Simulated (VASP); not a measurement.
# SiRu (P2_13) in VASP: relaxation of cell and atoms with PBE

Aim: the relaxation of cell and atoms of SiRu with PBE.

Program: VASP 6.6.1. These are calculated values, not measurements. Logs are shortened: lines on timing, memory, paths and dates and some standing lists are left out, and cuts for length are marked.

## (1) The cell of the first run

The structure is cubic, space group P2_13 (No. 198). Conventional cell: a = 4.736 Å, b = 4.736 Å, c = 4.736 Å, α = 90.00°, β = 90.00°, γ = 90.00°. Within 3.2 Å of Si (site symmetry 3) lie 7 Ru at 2.39 to 2.72 Å and 6 Si at 2.94 Å. Within 3.2 Å of Ru (site symmetry 3) lie 7 Si at 2.39 to 2.72 Å and 6 Ru at 2.90 Å.

## (2) Relaxation of cell and atoms, PBE

Contents of INCAR:

```
SYSTEM = SiRu
PREC = Accurate
ENCUT = 500
EDIFF = 1E-7
ISMEAR = 0
SIGMA = 0.01
LREAL = .FALSE.
LASPH = .TRUE.
NELM = 120
ALGO = Normal
ISIF = 3
LWAVE = .FALSE.
LCHARG = .FALSE.
GGA = PE
IBRION = 2
NSW = 100
EDIFFG = -0.01
GGA_COMPAT = .FALSE.
NELMIN = 4
```

Contents of KPOINTS:

```
regular mesh
0
G
  8 8 8
  0 0 0
```

Contents of POSCAR:

```
SiRu
1.0
    4.7363599934      0.0000000000      0.0000000000
    0.0000000000      4.7363599934      0.0000000000
    0.0000000000      0.0000000000      4.7363599934
Si Ru
4 4
Direct
    0.1624957666      0.3375042334      0.6624957666
    0.3375042334      0.6624957666      0.1624957666
    0.6624957666      0.1624957666      0.3375042334
    0.8375042334      0.8375042334      0.8375042334
    0.8709413172      0.6290586828      0.3709413172
    0.6290586828      0.3709413172      0.8709413172
    0.3709413172      0.8709413172      0.6290586828
    0.1290586828      0.1290586828      0.1290586828
```

Potentials or basis: VASP PAW PBE potentials, release 64 (Si, Ru_pv).

The run is started by

```console
cat potpaw_PBE.64/Si/POTCAR potpaw_PBE.64/Ru_pv/POTCAR > POTCAR
mpirun -np 1 vasp_std > vasp.out
```

OUTCAR:

```text
SYSTEM = SiRu
   PREC = Accurate
   ENCUT = 500
   EDIFF = 1E-7
   ISMEAR = 0
   LREAL = .FALSE.
   LASPH = .TRUE.
   NELM = 120
   ISIF = 3
   GGA = PE
   IBRION = 2
   NSW = 100
   EDIFFG = -0.01
   NELMIN = 4

 ion  position               nearest neighbor table
   1  0.162  0.338  0.662-   5 2.39   6 2.43   7 2.43   8 2.43   7 2.72   8 2.72   6 2.72   2 2.94
                             2 2.94   3 2.94   4 2.94   3 2.94   4 2.94
   2  0.338  0.662  0.162-   6 2.39   5 2.43   7 2.43   8 2.43   5 2.72   7 2.72   8 2.72   1 2.94
                             1 2.94   3 2.94   3 2.94   4 2.94   4 2.94
   3  0.662  0.162  0.338-   7 2.39   6 2.43   5 2.43   8 2.43   6 2.72   5 2.72   8 2.72   1 2.94
                             4 2.94   2 2.94   2 2.94   1 2.94   4 2.94
   4  0.838  0.838  0.838-   8 2.39   6 2.43   7 2.43   5 2.43   6 2.72   5 2.72   7 2.72   2 2.94
                             3 2.94   1 2.94   3 2.94   1 2.94   2 2.94
   5  0.871  0.629  0.371-   1 2.39   2 2.43   3 2.43   4 2.43   3 2.72   4 2.72   2 2.72   8 2.90
                             6 2.90   6 2.90   8 2.90   7 2.90   7 2.90
   6  0.629  0.371  0.871-   2 2.39   1 2.43   3 2.43   4 2.43   1 2.72   3 2.72   4 2.72   8 2.90
                             5 2.90   5 2.90   7 2.90   7 2.90   8 2.90
   7  0.371  0.871  0.629-   3 2.39   2 2.43   1 2.43   4 2.43   2 2.72   1 2.72   4 2.72   8 2.90
                             8 2.90   5 2.90   6 2.90   6 2.90   5 2.90
   8  0.129  0.129  0.129-   4 2.39   2 2.43   3 2.43   1 2.43   2 2.72   1 2.72   3 2.72   5 2.90
                             6 2.90   7 2.90   7 2.90   5 2.90   6 2.90

  LATTYP: Found a simple cubic cell.
 ALAT       =     4.7363599934

  Lattice vectors:

 A1 = (   4.7363599934,   0.0000000000,   0.0000000000)
 A2 = (   0.0000000000,   4.7363599934,   0.0000000000)
 A3 = (   0.0000000000,   0.0000000000,   4.7363599934)

Analysis of symmetry for initial positions (statically):
=====================================================================
 Subroutine PRICEL returns:
 Original cell was already a primitive cell.

 Routine SETGRP: Setting up the symmetry group for a
 simple cubic supercell.

 Subroutine GETGRP returns: Found 12 space group operations
 (whereof  3 operations were pure point group operations)
 out of a pool of 48 trial point group operations.

The static configuration has the point symmetry C_3 .
 The point group associated with its full space group is T   .

Analysis of symmetry for dynamics (positions and initial velocities):
=====================================================================
 Subroutine PRICEL returns:
 Original cell was already a primitive cell.

 Routine SETGRP: Setting up the symmetry group for a
 simple cubic supercell.

 Subroutine GETGRP returns: Found 12 space group operations
 (whereof  3 operations were pure point group operations)
 out of a pool of 48 trial point group operations.

The dynamic configuration has the point symmetry C_3 .
 The point group associated with its full space group is T   .

 Subroutine INISYM returns: Found 12 space group operations
 (whereof  3 operations are pure point group operations),
 and found     1 'primitive' translations

----------------------------------------------------------------------------------------

                                     Primitive cell

  volume of cell :     106.2513

  direct lattice vectors                    reciprocal lattice vectors
     4.736359993  0.000000000  0.000000000     0.211132600  0.000000000  0.000000000
     0.000000000  4.736359993  0.000000000     0.000000000  0.211132600  0.000000000
     0.000000000  0.000000000  4.736359993     0.000000000  0.000000000  0.211132600

  length of vectors
     4.736359993  4.736359993  4.736359993     0.211132600  0.211132600  0.211132600

  position of ions in fractional coordinates (direct lattice)
     0.162495767  0.337504233  0.662495767
     0.337504233  0.662495767  0.162495767
     0.662495767  0.162495767  0.337504233
     0.837504233  0.837504233  0.837504233
     0.870941317  0.629058683  0.370941317
     0.629058683  0.370941317  0.870941317
     0.370941317  0.870941317  0.629058683
     0.129058683  0.129058683  0.129058683

  ion indices of the primitive-cell ions
   primitive index   ion index
                 1           1
                 2           2
                 3           3
                 4           4
                 5           5
                 6           6
                 7           7
                 8           8

----------------------------------------------------------------------------------------

 KPOINTS: regular mesh

Automatic generation of k-mesh.
 Grid dimensions read from file:
 generate k-points for:    8    8    8

 Generating k-lattice:

  Cartesian coordinates                     Fractional coordinates (reciprocal lattice)
     0.026391575  0.000000000  0.000000000     0.125000000  0.000000000  0.000000000
     0.000000000  0.026391575  0.000000000     0.000000000  0.125000000  0.000000000
     0.000000000  0.000000000  0.026391575     0.000000000  0.000000000  0.125000000

  Length of vectors
     0.026391575  0.026391575  0.026391575

  Shift w.r.t. Gamma in fractional coordinates (k-lattice)
     0.000000000  0.000000000  0.000000000

 Subroutine IBZKPT returns following result:
 ===========================================

 Found     45 irreducible k-points:

 Following reciprocal coordinates:
            Coordinates               Weight
  0.000000  0.000000  0.000000      1.000000
  0.125000  0.000000  0.000000      6.000000
  0.250000  0.000000  0.000000      6.000000
  0.375000  0.000000  0.000000      6.000000
  0.500000  0.000000  0.000000      3.000000
  0.125000  0.125000  0.000000     12.000000
[... 16 lines left out ...]
  0.250000  0.125000  0.125000     24.000000
  0.375000  0.125000  0.125000     24.000000
 [... further k-points ...]
   k-points           NKPTS =     45   k-points in BZ     NKDIM =     45   number of bands    NBANDS=     43
   number of dos      NEDOS =    301   number of ions     NIONS =      8
   total plane-waves  NPLWV =  46656
   dimension x,y,z NGX =    36 NGY =   36 NGZ =   36
   dimension x,y,z NGXF=    72 NGYF=   72 NGZF=   72
   ions per type =               4   4
   NGX,Y,Z   is equivalent  to a cutoff of  12.64, 12.64, 12.64 a.u.
   NGXF,Y,Z  is equivalent  to a cutoff of  25.27, 25.27, 25.27 a.u.
 SYSTEM =  SiRu
   PREC   = accura    normal or accurate (medium, high low for compatibility)
   ISTART =      0    job   : 0-new  1-cont  2-samecut
   ICHARG =      2    charge: 1-file 2-atom 10-const
   ISPIN  =      1    spin polarized calculation?
   LNONCOLLINEAR =      F non collinear calculations
   LSORBIT =      F    spin-orbit coupling
   LASPH  =      T    aspherical Exc in radial PAW
   ENCUT  =  500.0 eV  36.75 Ry    6.06 a.u.   8.64  8.64  8.64*2*pi/ulx,y,z
   NELM   =    120;   NELMIN=  4; NELMDL= -5     # of ELM steps
   EDIFF  = 0.1E-06   stopping-criterion for ELM
   LREAL  =      F    real-space projection
   EDIFFG = -.1E-01   stopping-criterion for IOM
   NSW    =    100    number of steps for IOM
   IBRION =      2    ionic relax: 0-MD 1-quasi-New 2-CG
   NFREE  =      1    steps in history (QN), initial steepest desc. (CG)
   ISIF   =      3    stress and relaxation
   ISYM   =      2    0-nonsym 1-usesym 2-fastsym
   POTIM  = 0.5000    time-step for ionic-motion
   TEBEG  =    0.0;   TEEND  =   0.0 temperature during run
   PSTRESS=    0.0 pullay stress
   NELECT =      72.0000    total number of electrons
   NUPDOWN=      -1.0000    fix difference up-down
   EMIN   =  10.00;   EMAX   =-10.00  energy-range for DOS
   EFERMI =   0.00;   METHOD = LEGACY
   ISMEAR =     0;   SIGMA  =   0.01  broadening in eV -4-tet -1-fermi 0-gaus
   EFERMI_NEDOS =   21; number of points for ismear=-14 and -15
   IALGO  =     38    algorithm
   IMIX   =      4    mixing-type and parameters
     AMIX     =   0.40;   BMIX     =  1.00
     AMIX_MAG =   1.60;   BMIX_MAG =  1.00
  volume/ion in A,a.u.               =      13.28        89.63
  Fermi-wavevector in a.u.,A,eV,Ry     =   1.437941  2.717314 28.132403  2.067673
  Thomas-Fermi vector in A             =   2.556963
   LORBIT       =      0    0 simple, 1 ext, 2 COOP (PROOUT), +10 PAW based schemes
   GGA     = PE    functional components
   LHFCALC =     F    Hartree Fock is set to
   AEXX    =    0.0000 exact exchange contribution
   IVDW    =     0    specifies the selected vdW correction
   LEPSILON=     F    determine dielectric tensor
   LRPA    =     F    only Hartree local field effects (RPA)
 conjugate gradient relaxation of ions
 non-spin polarized calculation
 Gauss-broadening in eV      SIGMA  =   0.01
  energy-cutoff  :      500.00
  volume of cell :      106.25
 maximum number of plane-waves:      2730
 NGX is ok and might be reduce to    36
   NGX = 17   NGY = 17   NGZ = 17

--------------------------------------- Ionic step        1  -------------------------------------------

 number of electron      72.0000010 magnetization

 Free energy of the ion-electron system (eV)
  ---------------------------------------------------
  ext. energy  EPLUGINS =         0.00000000
  ---------------------------------------------------
  free energy    TOTEN  =       -63.68354672 eV

  energy without entropy =      -63.68354672  energy(sigma->0) =      -63.68354672

------------------------ aborting loop because EDIFF is reached ----------------------------------------

  FORCE on cell =-STRESS in cart. coord.  units (eV):
  Direction    XX          YY          ZZ          XY          YZ          ZX
  --------------------------------------------------------------------------------------
  -------------------------------------------------------------------------------------
  Total        0.0049349      0.0049349      0.0049349      0.0000000      0.0000000     -0.0000000
  in kB        0.0744143      0.0744143      0.0744143      0.0000000      0.0000000     -0.0000000
  external PRESSURE =       0.0744143 kB  Pullay stress =       0.0000000 kB
[... 111 lines left out ...]
  energy  without entropy=      -63.6836454062  energy(sigma->0) =      -63.68364541

--------------------------------------- Ionic step        4  -------------------------------------------

 number of electron      72.0000015 magnetization

 Free energy of the ion-electron system (eV)
  ---------------------------------------------------
  ext. energy  EPLUGINS =         0.00000000
  ---------------------------------------------------
  free energy    TOTEN  =       -63.68367913 eV

  energy without entropy =      -63.68367913  energy(sigma->0) =      -63.68367913

 E-fermi :  12.1002     XC(G=0): -12.8425

 val. band max:       11.9772401473   @ k =   0.2500   0.0000   0.0000
 cond. band min:      12.2094547549   @ k =   0.2500   0.2500   0.0000
 fundamental gap:      0.2322146076
 Fermi energy:        12.1002430931

 k-point     1 :       0.0000    0.0000    0.0000
  band No.  band energies     occupation
      1     -30.9344      2.00000
      2     -30.9344      2.00000
      3     -30.9344      2.00000
      4     -30.7681      2.00000
      5     -30.7427      2.00000
      6     -30.7427      2.00000
[... 1093 lines left out ...]
     42      15.2348      0.00000
     43      15.9459      0.00000

 [... further k-points ...]

------------------------ aborting loop because EDIFF is reached ----------------------------------------

  FORCE on cell =-STRESS in cart. coord.  units (eV):
  Direction    XX          YY          ZZ          XY          YZ          ZX
  --------------------------------------------------------------------------------------
  -------------------------------------------------------------------------------------
  Total       -0.0162195     -0.0162195     -0.0162195     -0.0000000     -0.0000000      0.0000000
  in kB       -0.2446701     -0.2446701     -0.2446701     -0.0000000     -0.0000000      0.0000000
  external PRESSURE =      -0.2446701 kB  Pullay stress =       0.0000000 kB
[... 23 lines left out ...]
  FREE ENERGIE OF THE ION-ELECTRON SYSTEM (eV)
  ---------------------------------------------------
  free  energy   TOTEN  =       -63.6836791258 eV

  energy  without entropy=      -63.6836791258  energy(sigma->0) =      -63.68367913

 reached required accuracy - stopping structural energy minimisation
```

Wall time 10 min (1 thread of Oxide Virtual Turin-like, shared host); peak memory 0.27 GiB.

Results:

| Property | Result |
| --- | --- |
| Free energy | -63.6837 eV |
| Relaxed volume | 13.28 Å³/atom |
| Relaxed cell | a = 4.736 Å, b = 4.736 Å, c = 4.736 Å, α = 90.00°, β = 90.00°, γ = 90.00° |
| Space group after relaxing (to 0.1 Å) | P2_13 (No. 198) |
| Energy gained by relaxing | 0.0 meV/atom |
| Ionic steps | 4 |
| Pressure after relaxing | 0.0 GPa |
| Band gap on the k mesh | 0.23 eV (least direct gap 0.33 eV) |

The path:
```tsv
step	energy change (eV)	largest force (eV/Å)	pressure (GPa)	volume (Å³)
1	0.0000	0.0213	0.01	106.25
2	-0.0001	0.0116	-0.06	106.26
3	-0.0001	0.0023	-0.13	106.27
4	-0.0001	0.0009	-0.02	106.21
```

Final structure:
```
Si Ru
1.0
     4.73575    0.00000    0.00000
     0.00000    4.73575    0.00000
     0.00000    0.00000    4.73575
Si Ru
4 4
Cartesian
  0.7689 1.5990 3.1368
  1.5990 3.1368 0.7689
  3.1368 0.7689 1.5990
  3.9668 3.9668 3.9668
  4.1231 2.9806 1.7552
  2.9806 1.7552 4.1231
  1.7552 4.1231 2.9806
  0.6127 0.6127 0.6127
```

Levels at points of the mesh, in eV from the valence-band top:
```
           k point  band 33  band 34  band 35  band 36  band 37  band 38  band 39  band 40
(0.00, 0.00, 0.00)    -0.47    -0.47    -0.29    -0.29     1.01     1.01     1.01     3.09
(0.50, 0.00, 0.00)    -0.87    -0.87    -0.13    -0.13     0.30     0.30     2.25     2.25
(0.50, 0.50, 0.00)    -1.63    -1.63    -0.82    -0.82     1.03     1.03     1.48     1.48
(0.50, 0.50, 0.50)    -1.04    -1.04    -1.04    -1.04     0.69     0.69     0.69     0.69
```
